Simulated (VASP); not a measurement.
# ZrTi11O24 (a cell with a defect) in VASP: further runs, part 2 of 2

VASP 6.6.1. The steps go on from the part before.

**4. Single point, r2SCAN**

Contents of POSCAR:

```
ZrTi11O24
1.0
    9.1828280000      0.0000000000      0.0000000000
    0.0000000000      9.1828280000      0.0000000000
    0.0000000000      0.0000000000      8.8166120000
Zr Ti O
2 22 48
Direct
    0.9998040000      0.0002380000      0.0005210000
    0.5005720000      0.5003040000      0.3337630000
    0.0002420000      0.0003450000      0.3386100000
    0.0005970000      0.9996200000      0.6628680000
    0.9994800000      0.5002910000      0.9973680000
    0.0014840000      0.5002780000      0.3318760000
    0.0001380000      0.5000460000      0.6641840000
    0.5009270000      0.0015240000      0.9975240000
    0.5005520000      0.9991520000      0.3309400000
    0.4998310000      0.9996090000      0.6647000000
    0.4995290000      0.4998870000      0.9952070000
    0.5005430000      0.4997220000      0.6710370000
    0.2503640000      0.2506880000      0.1653280000
    0.2463110000      0.2442470000      0.4997830000
    0.2542670000      0.2550830000      0.8305310000
    0.2505650000      0.7508910000      0.1641360000
    0.2506230000      0.7494330000      0.4993370000
    0.2499330000      0.7503800000      0.8307370000
    0.7506670000      0.2510000000      0.1662090000
    0.7498440000      0.2498770000      0.4999220000
    0.7508270000      0.2495810000      0.8308150000
    0.7503190000      0.7491380000      0.1650590000
    0.7557730000      0.7557080000      0.4998800000
    0.7448570000      0.7452240000      0.8307110000
    0.1580460000      0.1577490000      0.9987920000
    0.1514170000      0.1512520000      0.3333020000
    0.1529400000      0.1525690000      0.6681900000
    0.1492410000      0.6558500000      0.9990790000
    0.1559600000      0.6489710000      0.3341600000
    0.1519510000      0.6518170000      0.6665680000
    0.6561810000      0.1488280000      0.9990660000
    0.6492820000      0.1557310000      0.3340580000
    0.6520710000      0.1516730000      0.6668120000
    0.6512570000      0.6512490000      0.0002510000
    0.6582970000      0.6577670000      0.3349120000
    0.6529050000      0.6524420000      0.6651300000
    0.3493100000      0.3493290000      0.0002120000
    0.3428100000      0.3426730000      0.3348790000
    0.3479470000      0.3481520000      0.6654700000
    0.3447320000      0.8515770000      0.9991140000
    0.3516400000      0.8448930000      0.3343340000
    0.3487280000      0.8487760000      0.6666240000
    0.8516930000      0.3447450000      0.9992220000
    0.8447900000      0.3514780000      0.3342350000
    0.8485520000      0.3488030000      0.6666340000
    0.8426180000      0.8426660000      0.9987740000
    0.8494340000      0.8494440000      0.3333230000
    0.8479220000      0.8478720000      0.6684410000
    0.0983150000      0.4023920000      0.1670670000
    0.0966050000      0.4008780000      0.5003710000
    0.0996090000      0.4039270000      0.8338830000
    0.1012530000      0.8993130000      0.1800080000
    0.0991940000      0.9015020000      0.5006630000
    0.1010540000      0.8997140000      0.8208650000
    0.6014590000      0.3992930000      0.1540980000
    0.6008780000      0.3992200000      0.5133190000
    0.5991840000      0.4016210000      0.8336490000
    0.5982400000      0.9022950000      0.1671230000
    0.5998480000      0.9038160000      0.5003940000
    0.5964910000      0.9007350000      0.8338460000
    0.4026280000      0.0980930000      0.1670600000
    0.4011550000      0.0967300000      0.5004070000
    0.4041590000      0.0996590000      0.8338870000
    0.3995540000      0.6013520000      0.1545400000
    0.3998840000      0.6010690000      0.5131970000
    0.4018280000      0.5991670000      0.8333290000
    0.8995530000      0.1013370000      0.1799130000
    0.9016960000      0.0990370000      0.5008820000
    0.9001720000      0.1012900000      0.8206990000
    0.9026050000      0.5981980000      0.1670550000
    0.9041750000      0.5997290000      0.5002560000
    0.9010050000      0.5966550000      0.8340360000
```

Contents of INCAR.step1:

```
ALGO = Normal
EDIFF = 1E-5
ENCUT = 580
GGA = PE
GGA_COMPAT = F
ISMEAR = -1
ISYM = -1
KPAR = 1
LASPH = T
LCHARG = F
LREAL = Auto
LWAVE = T
NBANDS = 330
NELM = 120
PREC = Accurate
SIGMA = 0.05
```

Contents of INCAR.step2:

```
ALGO = Normal
EDIFF = 1E-6
ENCUT = 580
GGA_COMPAT = F
ISIF = 2
ISMEAR = -1
ISTART = 1
ISYM = -1
KPAR = 1
LASPH = T
LCHARG = T
LELF = T
LMIXTAU = T
LREAL = Auto
LVHAR = T
LWAVE = F
METAGGA = R2SCAN
NBANDS = 330
NELM = 120
PREC = Accurate
SIGMA = 0.05
```

Contents of KPOINTS:

```
explicit points
1
Reciprocal
  0.25000000   0.25000000   0.25000000 1
```

Launch:

```console
$ cat potpaw_PBE.64/Zr_sv/POTCAR potpaw_PBE.64/Ti_sv/POTCAR potpaw_PBE.64/O/POTCAR > POTCAR
$ cp INCAR.step1 INCAR
$ mpirun -np 4 vasp_std > vasp.out
$ cp INCAR.step2 INCAR
$ mpirun -np 4 vasp_std > vasp.out
```

Run time: 6.9 min. Hardware: 4 MPI ranks of Intel Xeon 6975P-C (Granite Rapids), shared host; peak memory 0.4 GiB.

It converged, with:

* Free energy: -858.1577 eV
* Pressure: 8.1 GPa
* Largest force: 0.086 eV/Å
* Band gap on the k mesh: 2.64 eV

Forces on the atoms (eV/Å):
```
Zr   0.017  0.005 -0.015
Zr   0.002  0.000 -0.016
Ti   0.000 -0.003 -0.026
Ti  -0.015  0.014  0.027
Ti   0.019 -0.005  0.065
Ti  -0.020 -0.013  0.037
Ti  -0.009 -0.008  0.063
Ti  -0.013 -0.016  0.056
Ti   0.010  0.023  0.071
Ti   0.012  0.011  0.042
Ti   0.020  0.006  0.019
Ti   0.004  0.018 -0.012
Ti   0.011  0.002  0.040
Ti   0.017  0.048  0.024
Ti  -0.012 -0.021  0.050
Ti   0.012 -0.016  0.063
Ti  -0.022  0.024  0.058
Ti   0.031 -0.021 -0.001
Ti  -0.003 -0.007 -0.003
Ti   0.021 -0.015  0.051
Ti  -0.032  0.043  0.016
Ti  -0.003  0.013  0.051
Ti  -0.030 -0.047  0.010
Ti   0.028  0.032  0.054
O   -0.021 -0.021 -0.021
O   -0.040 -0.042 -0.028
O   -0.041 -0.039  0.008
O   -0.053 -0.016 -0.004
O   -0.008 -0.042 -0.023
O   -0.042 -0.040 -0.008
O   -0.005 -0.037  0.005
O   -0.060 -0.024 -0.006
O   -0.049 -0.049 -0.013
O   -0.042 -0.048  0.006
O   -0.021 -0.014 -0.016
O   -0.048 -0.045 -0.024
O    0.026  0.029 -0.003
O    0.010  0.010 -0.021
O    0.031  0.022 -0.022
O    0.018  0.053 -0.013
O    0.043  0.009 -0.022
O    0.038  0.033 -0.015
O    0.050  0.013 -0.007
O    0.028  0.063  0.000
O    0.051  0.048 -0.008
O    0.009  0.007 -0.026
O    0.041  0.040 -0.042
O    0.052  0.050  0.018
O    0.034 -0.038 -0.033
O    0.046 -0.057 -0.031
O    0.052 -0.037 -0.031
O    0.043 -0.042 -0.035
O    0.028 -0.029 -0.007
O    0.033 -0.035  0.039
O    0.020 -0.023  0.018
O    0.036 -0.033 -0.034
O    0.023 -0.031 -0.007
O    0.041 -0.040 -0.037
O    0.030 -0.019 -0.035
O    0.038 -0.047 -0.026
O   -0.040  0.041 -0.022
O   -0.038  0.022 -0.039
O   -0.045  0.062 -0.039
O   -0.044  0.042  0.006
O   -0.039  0.030 -0.022
O   -0.031  0.023  0.000
O   -0.048  0.047 -0.016
O   -0.017  0.016 -0.011
O   -0.029  0.016  0.023
O   -0.031  0.030 -0.021
O   -0.023  0.039 -0.032
O   -0.052  0.035 -0.045
```

Stress tensor (GPa, compression positive):
```
 6.49  0.46  0.13
 0.46  6.45  0.12
 0.13  0.12 11.43
```

Levels at points of the mesh, in eV from the valence-band top:
```tsv
k point	band 284	band 285	band 286	band 287	band 288	band 289	band 290	band 291	band 292	band 293
(0.25, 0.25, 0.25)	-0.52	-0.45	-0.38	-0.34	0.00	2.64	2.66	2.68	2.79	2.86
```

Caveat: the PAW data sets were made with another functional, which shifts forces and pressure a little.
